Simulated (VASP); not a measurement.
# Tl (Pm-3m) in VASP: further runs, part 2 of 2

VASP 6.6.1. Earlier steps stand in the parts before.

**3. Relaxation of cell and atoms, r2SCAN, target pressure 40 GPa, at which the enthalpy is minimised**

Contents of POSCAR:

```
Tl
1.0
    3.1600000000      0.0000000000      0.0000000000
    0.0000000000      3.1600000000      0.0000000000
    0.0000000000      0.0000000000      3.1600000000
Tl
1
Direct
    0.0000000000      0.0000000000      0.0000000000
```

Contents of INCAR.step1:

```
SYSTEM = Tl
ALGO = Normal
EDIFF = 1E-4
ENCUT = 600
GGA = PE
ISMEAR = -1
LASPH = .True.
LCHARG = .False.
LREAL = .False.
LWAVE = .True.
NELM = 100
PREC = Accurate
SIGMA = 0.1
```

Contents of INCAR.step2:

```
SYSTEM = Tl
ALGO = Normal
EDIFF = 1E-6
EDIFFG = -0.03
ENCUT = 600
IBRION = 2
ISIF = 3
ISMEAR = -1
ISTART = 1
LASPH = .True.
LCHARG = .False.
LMIXTAU = .True.
LREAL = .False.
LWAVE = .False.
METAGGA = R2SCAN
NELM = 100
NSW = 80
PREC = Accurate
PSTRESS = 400.0
SIGMA = 0.1
```

Contents of KPOINTS:

```
k-points
0
Gamma
  7 7 7
  0 0 0
```

Potentials or basis: VASP PAW PBE potentials, release 64 (Tl_d).

On the command line:

```bash
> cat potpaw_PBE.64/Tl_d/POTCAR > POTCAR
> cp INCAR.step1 INCAR
> mpirun -np 1 vasp_std > vasp.out
> cp INCAR.step2 INCAR
> mpirun -np 1 vasp_std > vasp.out
```

OUTCAR:

```text
SYSTEM = Tl
   EDIFF = 1E-6
   EDIFFG = -0.03
   ENCUT = 600
   IBRION = 2
   ISIF = 3
   ISMEAR = -1
   ISTART = 1
   LASPH = .True.
   LREAL = .False.
   METAGGA = R2SCAN
   NELM = 100
   NSW = 80
   PREC = Accurate
   PSTRESS = 400.0

 ion  position               nearest neighbor table
   1  0.000  0.000  0.000-

  LATTYP: Found a simple cubic cell.
 ALAT       =     3.1600000000

  Lattice vectors:

 A1 = (   3.1600000000,   0.0000000000,   0.0000000000)
 A2 = (   0.0000000000,   3.1600000000,   0.0000000000)
 A3 = (   0.0000000000,   0.0000000000,   3.1600000000)

Analysis of symmetry for initial positions (statically):
=====================================================================
 Subroutine PRICEL returns:
 Original cell was already a primitive cell.

 Routine SETGRP: Setting up the symmetry group for a
 simple cubic supercell.

 Subroutine GETGRP returns: Found 48 space group operations
 (whereof 48 operations were pure point group operations)
 out of a pool of 48 trial point group operations.

The static configuration has the point symmetry O_h .

Analysis of symmetry for dynamics (positions and initial velocities):
=====================================================================
 Subroutine PRICEL returns:
 Original cell was already a primitive cell.

 Routine SETGRP: Setting up the symmetry group for a
 simple cubic supercell.

 Subroutine GETGRP returns: Found 48 space group operations
 (whereof 48 operations were pure point group operations)
 out of a pool of 48 trial point group operations.

The dynamic configuration has the point symmetry O_h .

 Subroutine INISYM returns: Found 48 space group operations
 (whereof 48 operations are pure point group operations),
 and found     1 'primitive' translations

----------------------------------------------------------------------------------------

                                     Primitive cell

  volume of cell :      31.5545

[... 125 lines left out ...]
  ---------------------------------------------------
  ext. energy  EPLUGINS =         0.00000000
  ---------------------------------------------------
  free energy    TOTEN  =       -53.06081439 eV

  energy without entropy =      -53.03309345  energy(sigma->0) =      -53.04695392

------------------------ aborting loop because EDIFF is reached ----------------------------------------

  FORCE on cell =-STRESS in cart. coord.  units (eV):
  Direction    XX          YY          ZZ          XY          YZ          ZX
  --------------------------------------------------------------------------------------
  -------------------------------------------------------------------------------------
  Total        0.1504386      0.1504386      0.1504386     -0.0000000      0.0000000     -0.0000000
  in kB        7.6385098      7.6385098      7.6385098     -0.0000000      0.0000000     -0.0000000
  external PRESSURE =    -392.3614902 kB  Pullay stress =     400.0000000 kB
[... 94 lines left out ...]
  energy  without entropy=      -52.9940483660  energy(sigma->0) =      -53.00654118

  enthalpy is  TOTEN    =       -45.8377192160 eV   P V=        7.1813147750

 E-fermi :   7.3916     XC(G=0): -11.1640

 val. band max:        7.3908727335   @ k =   0.4286   0.2857   0.2857
 cond. band min:       7.5181972926   @ k =   0.4286   0.4286   0.0000
 fundamental gap:      0.1273245591
 Fermi energy:         7.3915970956

 k-point     1 :       0.0000    0.0000    0.0000
  band No.  band energies     occupation
      1      -6.0748      2.00000
      2      -6.0748      2.00000
      3      -4.4390      2.00000
      4      -4.4390      2.00000
      5      -4.4390      2.00000
      6      -4.0155      2.00000
      7      15.2328      0.00000
      8      15.2328      0.00000
      9      15.2328      0.00000
     10      19.2519      0.00000
[... 235 lines left out ...]
 k-point    20 :       0.4286    0.4286    0.4286
  band No.  band energies     occupation
      1      -5.5159      2.00000
      2      -5.4972      2.00000
      3      -5.4972      2.00000
      4      -4.0611      2.00000
      5      -4.0611      2.00000
      6       6.0937      2.00000
      7       9.6802      0.00000
      8       9.6802      0.00000
      9      11.1169      0.00000
     10      14.6448      0.00000

[... ionic steps 4 to 7 ...]

--------------------------------------- Ionic step        8  -------------------------------------------

 number of electron      13.0000001 magnetization

------------------------ aborting loop because EDIFF is reached ----------------------------------------
[... 69 lines left out ...]
--------------------------------------- Ionic step       10  -------------------------------------------

 number of electron      13.0000002 magnetization

 Free energy of the ion-electron system (eV)
  ---------------------------------------------------
  ext. energy  EPLUGINS =         0.00000000
  ---------------------------------------------------
  free energy    TOTEN  =       -52.17328899 eV

  energy without entropy =      -52.16204273  energy(sigma->0) =      -52.16766586

 E-fermi :  10.7130     XC(G=0): -12.6959

 val. band max:       10.3366727818   @ k =   0.4286   0.4286   0.1429
 cond. band min:      10.7453551307   @ k =   0.4286   0.2857   0.2857
 fundamental gap:      0.4086823489
 Fermi energy:        10.7129621452

 k-point     1 :       0.0000    0.0000    0.0000
  band No.  band energies     occupation
      1      -4.0766      2.00000
      2      -4.0766      2.00000
      3      -2.9232      2.00000
      4      -1.2681      2.00000
      5      -1.2681      2.00000
      6      -1.2681      2.00000
      7      19.7214      0.00000
      8      19.7214      0.00000
      9      19.7214      0.00000
     10      25.0521      0.00000
[... 277 lines left out ...]
  energy  without entropy=      -52.1620427304  energy(sigma->0) =      -52.16766586

  enthalpy is  TOTEN    =       -46.9823992995 eV   P V=        5.1908896903

 reached required accuracy - stopping structural energy minimisation
```

OSZICAR.step1:

```text
N       E                     dE             d eps       ncg     rms          rms(c)
DAV:   1     0.554659830475E+02    0.55466E+02   -0.74611E+03   408   0.127E+03
DAV:   2    -0.155209221159E+01   -0.57018E+02   -0.56589E+02   426   0.244E+02
DAV:   3    -0.209890026624E+01   -0.54681E+00   -0.54448E+00   464   0.232E+01
DAV:   4    -0.210151250976E+01   -0.26122E-02   -0.26119E-02   426   0.177E+00
DAV:   5    -0.210154629225E+01   -0.33782E-04   -0.33783E-04   460   0.203E-01    0.216E+00
DAV:   6    -0.208172466426E+01    0.19822E-01   -0.43067E-02   412   0.213E+00    0.151E+00
DAV:   7    -0.207914535412E+01    0.25793E-02   -0.15346E-02   414   0.127E+00    0.596E-01
DAV:   8    -0.207910749822E+01    0.37856E-04   -0.81431E-04   428   0.274E-01
   1 F= -.20791075E+01 E0= -.20648813E+01  d E =-.284525E-01
```

Wall time 4.9 min (1 thread of Intel Xeon Platinum 8259CL at 2.50GHz (Skylake/Cascade Lake), shared host); peak memory 0.19 GiB.

What came out:

```
Free energy                                                : -52.1733 eV
Relaxed volume                                             : 20.79 Å³/atom
Relaxed cell                                               : a = 2.750 Å, b = 2.750 Å, c = 2.750 Å, α = 90.00°, β = 90.00°, γ = 90.00°
Space group after relaxing (to 0.1 Å)                      : Pm-3m (No. 221)
Energy change on relaxing (the run minimises the enthalpy) : +887.5 meV/atom
Ionic steps                                                : 10
Pressure after relaxing                                    : 40.0 GPa
Band gap on the k mesh                                     : zero (an odd number of electrons rules out a gap without spin polarisation)
```

Step by step:
| step | energy change (eV) | largest force (eV/Å) | pressure (GPa) | volume (Å³) |
| --- | --- | --- | --- | --- |
| 1 | 0.0000 | 0.0000 | 0.76 | 31.55 |
| 2 | 34.3816 | 0.0000 | 1831.78 | 7.79 |
| 3 | 0.0418 | 0.0000 | 4.35 | 28.76 |
| 4 | 0.1215 | 0.0000 | 8.49 | 26.73 |
| 5 | 1.4478 | 0.0000 | 62.53 | 19.01 |
| 6 | 0.7428 | 0.0000 | 34.22 | 21.42 |
| 7 | 0.8703 | 0.0000 | 39.32 | 20.86 |
| 8 | 0.9166 | 0.0000 | 41.17 | 20.68 |
| 9 | 0.8198 | 0.0000 | 37.29 | 21.07 |
| 10 | 0.8875 | 0.0000 | 40.01 | 20.79 |

Final structure:
```
CELL_PARAMETERS angstrom
2.74978 0.00000 0.00000
0.00000 2.74978 0.00000
0.00000 0.00000 2.74978
ATOMIC_POSITIONS crystal
Tl 0.00000 0.00000 0.00000
```

Levels at points of the mesh, in eV from the Fermi level:
```csv
k point,band 4,band 5,band 6,band 7,band 8,band 9
"(0.00, 0.00, 0.00)",-11.98,-11.98,-11.98,9.01,9.01,9.01
```

Caveat: the cell is relaxed towards a set pressure, so the run minimises the enthalpy, not the energy; the volume moved by over 15 % at a fixed basis, so the end points are rough; the PAW data sets were made with another functional, which shifts forces and pressure a little; spin-orbit coupling is left out, which moves the levels of the heavy elements.

**4. Relaxation of cell and atoms, r2SCAN, target pressure 60 GPa, at which the enthalpy is minimised**

POSCAR is that of step 3.

Contents of INCAR.step1:

```
SYSTEM = Tl
ALGO     = Normal         ! electronic algorithm
EDIFF    = 1E-4           ! SCF threshold, eV
ENCUT    = 600            ! plane-wave cutoff, eV
GGA      = PE             ! functional
ISMEAR   = -1             ! smearing method
LASPH    = .TRUE.         ! aspherical terms in the spheres
LCHARG   = .FALSE.        ! write CHGCAR
LREAL    = .FALSE.        ! projectors in reciprocal space
LWAVE    = .TRUE.         ! write WAVECAR
NELM     = 100            ! most SCF steps
PREC     = Accurate       ! precision mode
SIGMA    = 0.1            ! smearing width, eV
```

Contents of INCAR.step2:

```
SYSTEM = Tl
ALGO     = Normal         ! electronic algorithm
EDIFF    = 1E-6           ! SCF threshold, eV
EDIFFG   = -0.03          ! ionic threshold
ENCUT    = 600            ! plane-wave cutoff, eV
IBRION   = 2              ! ionic algorithm
ISIF     = 3              ! what is computed and relaxed
ISMEAR   = -1             ! smearing method
ISTART   = 1            
LASPH    = .TRUE.         ! aspherical terms in the spheres
LCHARG   = .FALSE.        ! write CHGCAR
LMIXTAU  = .TRUE.       
LREAL    = .FALSE.        ! projectors in reciprocal space
LWAVE    = .FALSE.        ! write WAVECAR
METAGGA  = R2SCAN         ! meta-GGA
NELM     = 100            ! most SCF steps
NSW      = 80             ! ionic steps
PREC     = Accurate       ! precision mode
PSTRESS  = 600.0        
SIGMA    = 0.1            ! smearing width, eV
```

Contents of KPOINTS:

```
k-points
0
G
  7 7 7
  0 0 0
```

On the command line:

```bash
> cat potpaw_PBE.64/Tl_d/POTCAR > POTCAR
> cp INCAR.step1 INCAR
> mpirun -np 1 vasp_std > vasp.out
> cp INCAR.step2 INCAR
> mpirun -np 1 vasp_std > vasp.out
```

Run time: 4.7 min. Hardware: 1 thread of Intel Xeon Platinum 8259CL at 2.50GHz (Skylake/Cascade Lake), shared host; peak memory 0.26 GiB.

It converged, with:

```yaml
Free_energy: -51.6740 eV
Relaxed_volume: 19.17 Å³/atom
Relaxed_cell: a = 2.676 Å, b = 2.676 Å, c = 2.676 Å, α = 90.00°, β = 90.00°, γ = 90.00°
Space_group_after_relaxing_to_0.1_Å: Pm-3m (No. 221)
Energy_change_on_relaxing_the_run_minimises_the_enthalpy: +1386.8 meV/atom
Ionic_steps: 8
Pressure_after_relaxing: 60.1 GPa
Band_gap_on_the_k_mesh: zero (an odd number of electrons rules out a gap without spin polarisation)
```

Step by step:
| step | energy change (eV) | largest force (eV/Å) | pressure (GPa) | volume (Å³) |
| --- | --- | --- | --- | --- |
| 1 | 0.0000 | 0.0000 | 0.76 | 31.55 |
| 2 | 249.3222 | 0.0000 | 18372.07 | 2.64 |
| 3 | 0.0250 | 0.0000 | 3.33 | 29.48 |
| 4 | 0.0704 | 0.0000 | 5.95 | 27.87 |
| 5 | 3.1607 | 0.0000 | 133.96 | 16.07 |
| 6 | 0.8983 | 0.0000 | 40.41 | 20.75 |
| 7 | 1.2746 | 0.0000 | 55.56 | 19.48 |
| 8 | 1.3868 | 0.0000 | 60.07 | 19.17 |

Final structure:
```xyz
1
Lattice="2.6764 0.0000 0.0000 0.0000 2.6764 0.0000 0.0000 0.0000 2.6764" Properties=species:S:1:pos:R:3 pbc="T T T"
Tl    0.0000    0.0000    0.0000
```

Levels at points of the mesh, in eV from the Fermi level:
```
           k point  band 2  band 3  band 4  band 5  band 6  band 7  band 8  band 9  band 10
(0.00, 0.00, 0.00)  -15.42  -14.55  -12.11  -12.11  -12.11    9.31    9.31    9.31    15.12
```

Caveat: the cell is relaxed towards a set pressure, so the run minimises the enthalpy, not the energy; the volume moved by over 15 % at a fixed basis, so the end points are rough; the PAW data sets were made with another functional, which shifts forces and pressure a little; spin-orbit coupling is left out, which moves the levels of the heavy elements.

**5. Overview**

| cell | gap on the mesh (eV) | pressure (GPa) |
| --- | --- | --- |
| relaxed to 20 GPa | none | 20.0 |
| relaxed to 40 GPa | none | 40.0 |
| relaxed to 60 GPa | none | 60.1 |

Alike in all rows: task relaxation of cell and atoms; level r2SCAN; potentials or basis VASP PAW PBE potentials, release 64 (Tl_d); no spin polarisation; k mesh 7 × 7 × 7; cutoff (eV) 600; smearing fermi-dirac 0.1 eV.

Caveats: the cell is relaxed towards a set pressure, so the run minimises the enthalpy, not the energy; the volume moved by over 15 % at a fixed basis, so the end points are rough; the PAW data sets were made with another functional, which shifts forces and pressure a little; spin-orbit coupling is left out, which moves the levels of the heavy elements.

Absolute energies hang on the potentials; compare differences alone.
